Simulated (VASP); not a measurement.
Here is a VASP 6.6.1 calculation.

The input INCAR:

```
ALGO     = Normal         # electronic algorithm
EDIFF    = 1E-6           # SCF threshold, eV
ENCUT    = 520            # plane-wave cutoff, eV
GGA      = PE             # functional
ISIF     = 2              # what is computed and relaxed
ISMEAR   = -1             # smearing method
ISPIN    = 2              # spin polarisation
IVDW     = 12             # dispersion correction
LASPH    = T              # aspherical terms in the spheres
LCHARG   = F              # write CHGCAR
LDAU     = T              # DFT+U
LDAUJ    = 0.9 0        
LDAUL    = 2 -1           # shell
LDAUPRINT= 1            
LDAUTYPE = 1            
LDAUU    = 6.9 0          # U, eV
LMAXMIX  = 4              # l up to which the mixer works
LORBIT   = 11             # projections on sites
LREAL    = F              # projectors in reciprocal space
LWAVE    = F              # write WAVECAR
MAGMOM   = 3.5 0          # initial moments
NBANDS   = 18             # bands
NELM     = 150            # most SCF steps
PREC     = Accurate       # precision mode
SIGMA    = 0.05           # smearing width, eV
```

The input KPOINTS:

```
k-points
0
Gamma
  6 6 6
```

The input POSCAR:

```
FeO
1.0
   -0.0031048080      2.1516319466      2.0610034994
    2.2097847010     -0.0481295157      2.1060282071
    2.2152755190      2.2021474723     -0.0536203337
Fe O
1 1
Direct
    0.0023800000      0.9908100000      0.0022500000
    0.5002700000      0.4862600000      0.5066600000
```

Potentials or basis: VASP PAW PBE potentials, release 64 (Fe, O).

Command:

```sh
$ cat potpaw_PBE.64/Fe/POTCAR potpaw_PBE.64/O/POTCAR > POTCAR
$ mpirun -np 1 vasp_std > vasp.out
```

Q: Predict the dispersion energy per atom.

A: -0.194 eV.

Q: What does it give for the pressure?

A: -4.1 GPa.

Forces on the atoms (eV/Å):
```
Fe  -0.001  0.030 -0.110
O    0.001 -0.030  0.110
```

Caveat: the k points lie up to 0.42 Å⁻¹ apart; three body term missing; a cell with one magnetic atom can't hold antiferromagnetic order, which such compounds often take; pairwise dispersion overbinds metals, which lowers pressure and volume. The state reached can hang on the start; a lower one may exist.
